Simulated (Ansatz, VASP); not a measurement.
**Be in VASP and in Ansatz**

Contents of POSCAR:

```
Be
1.0
    2.2853000000      0.0000000000      0.0000000000
   -1.1426500000      1.9791278553      0.0000000000
    0.0000000000      0.0000000000      3.5842000000
Be
2
Direct
    0.6666666667      0.3333333333      0.7500000000
    0.3333333333      0.6666666667      0.2500000000
```

Contents of INCAR.step1:

```
  ALGO = Normal
  EDIFF = 1E-4
  ENCUT = 520
  GGA = PE
  ISMEAR = -1
  LASPH = T
  LCHARG = F
  LREAL = F
  LWAVE = T
  NBANDS = 9
  NELM = 100
  PREC = Accurate
  SIGMA = 0.05
```

Contents of INCAR.step2:

```
  ALGO = Normal
  EDIFF = 1E-6
  ENCUT = 520
  ISIF = 2
  ISMEAR = -1
  ISTART = 1
  LASPH = T
  LCHARG = T
  LELF = T
  LMIXTAU = T
  LREAL = F
  LVHAR = T
  LWAVE = F
  METAGGA = R2SCAN
  NBANDS = 9
  NELM = 100
  PREC = Accurate
  SIGMA = 0.05
```

KPOINTS

```
k-points
0
Gamma
  13 13 8
```

The input input.yaml:

```yaml
crystal:
  lattice:
    - [2.2853, 0.0, 0.0]
    - [-1.14265, 1.9791278553, 0.0]
    - [0.0, 0.0, 3.5842]
  atoms:
    - { symbol: Be, position: [0.6666666667, 0.3333333333, 0.75] }
    - { symbol: Be, position: [0.3333333333, 0.6666666667, 0.25] }
hamiltonian:
  xc: r2scan
  pseudopotentials: { kind: paw }
kpoints:
  mp_grid: { grid: [13, 13, 8] }
scf:
  occupations: { method: fermi_dirac, width: 0.05 }
output:
  forces: true
  stress: true
  eigenvalues: true
```

Alike in both runs: task single point; functional r2SCAN; k mesh 13 × 13 × 8; occupations fermi-dirac, width 0.05 eV; no spin polarisation.

```csv
,VASP,Ansatz
version,VASP 6.6.1,Ansatz 0.2.0
potentials or method,"VASP PAW PBE potentials, release 64 (Be)",Ansatz PAW
plane-wave cutoff (eV),520,500
valence electrons in the cell,4,4
```

Ansatz gave:

```
gap on the k mesh at the Fermi level (eV)                     : none
pressure (GPa)                                                : -2.9
traceless stress, the component that is largest in VASP (GPa) : -0.38
```

Question: What did VASP give for the same quantities?

Answer: gap on the k mesh at the Fermi level (eV): none; pressure (GPa): -2.7; traceless stress, the component that is largest in VASP (GPa): -0.32.

VASP's potentials were made for PBE, not for r2SCAN. A gap of «none» marks a metal or a gap that the smearing closes.
